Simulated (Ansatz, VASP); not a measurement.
## Ru in VASP and in Ansatz

Contents of POSCAR:

```
Ru
1.0
   14.0000000000      0.0000000000      0.0000000000
    0.0000000000     14.4000000000      0.0000000000
    0.0000000000      0.0000000000     14.8000000000
Ru
1
Direct
    0.5000000000      0.5000000000      0.5000000000
```

The input INCAR.step1:

```
PREC     = Accurate       # precision mode
ENCUT    = 520            # plane-wave cutoff, eV
EDIFF    = 1E-5           # SCF threshold, eV
ISMEAR   = -1             # smearing method
SIGMA    = 0.01           # smearing width, eV
LREAL    = F              # projectors in reciprocal space
LASPH    = T              # aspherical terms in the spheres
NELM     = 150            # most SCF steps
ALGO     = Normal         # electronic algorithm
ISIF     = 2              # what is computed and relaxed
LWAVE    = T              # write WAVECAR
LCHARG   = F              # write CHGCAR
ISPIN    = 2              # spin polarisation
MAGMOM   = 4              # initial moments
LORBIT   = 11             # projections on sites
LMAXMIX  = 4              # l up to which the mixer works
GGA      = PE             # functional
ISYM     = 0            
NBANDS   = 17             # bands
```

File INCAR.step2:

```
PREC     = Accurate       # precision mode
ENCUT    = 520            # plane-wave cutoff, eV
EDIFF    = 1E-6           # SCF threshold, eV
ISMEAR   = -1             # smearing method
SIGMA    = 0.01           # smearing width, eV
LREAL    = F              # projectors in reciprocal space
LASPH    = T              # aspherical terms in the spheres
NELM     = 150            # most SCF steps
ALGO     = Normal         # electronic algorithm
ISIF     = 2              # what is computed and relaxed
LWAVE    = F              # write WAVECAR
LCHARG   = F              # write CHGCAR
ISPIN    = 2              # spin polarisation
MAGMOM   = 4              # initial moments
LORBIT   = 11             # projections on sites
LMAXMIX  = 4              # l up to which the mixer works
GGA      = PE             # functional
LHFCALC  = T              # exact exchange
AEXX     = 0.25           # exact-exchange fraction
PRECFOCK = Normal       
ISTART   = 1            
ISYM     = 0            
NBANDS   = 17             # bands
```

KPOINTS

```
regular mesh
0
Gamma
  1 1 1
```

Input for Ansatz:

```yaml
crystal:
  lattice:
    - [14.0, 0.0, 0.0]
    - [0.0, 14.4, 0.0]
    - [0.0, 0.0, 14.8]
  atoms:
    - { symbol: Ru, position: [0.5, 0.5, 0.5], spin: 4.0 }
  symmetry: { detect: false, time_reversal: true }
hamiltonian:
  xc: pbe0
  pseudopotentials:
    kind: paw
    azcp:
      Ru: "pseudopotentials/Ru.paw.azcp"
basis:
  ecutwfc: 420
  fft_grid_basis: typed
kpoints:
  mp_grid: { grid: [1, 1, 1], shift: [0, 0, 0] }
magnetization:
  spin_polarized: true
scf:
  occupations: { method: fermi_dirac, width: 0.01 }
output:
  write_density: true
  write_potential: true
  elf: true
  volumetric_format: npy
```

Alike in both runs: task single point; functional PBE0; k mesh 1 × 1 × 1; occupations fermi-dirac, width 0.01 eV; collinear spin.

|  | VASP | Ansatz |
| --- | --- | --- |
| version | VASP 6.6.1 | Ansatz 0.2.0 |
| potentials or method | VASP PAW PBE potentials, release 64 (Ru_pv), cutoff 520 eV | plane waves (420 eV) with PAW, scalar-relativistic |
| valence electrons in the cell | 14 | 16 |

|  | VASP | Ansatz | Ansatz less VASP |
| --- | --- | --- | --- |
| gap on the k mesh at the Fermi level (eV) | 3.05 | 3.03 | -0.021 |
| net moment per atom (μB) | 4.00 | 4.00 | 0.000 |
| size of the moment on the site where the two differ most (μB) | 2.91 | 4.00 | +1.087 |

Site moments also hang on the region over which each program counts them. VASP's potentials hold 14 valence electrons a cell and Ansatz's 16, so a difference there can come from the potentials and not from the codes. Ansatz's warnings: stability check not made, xc potential rough in thin density.
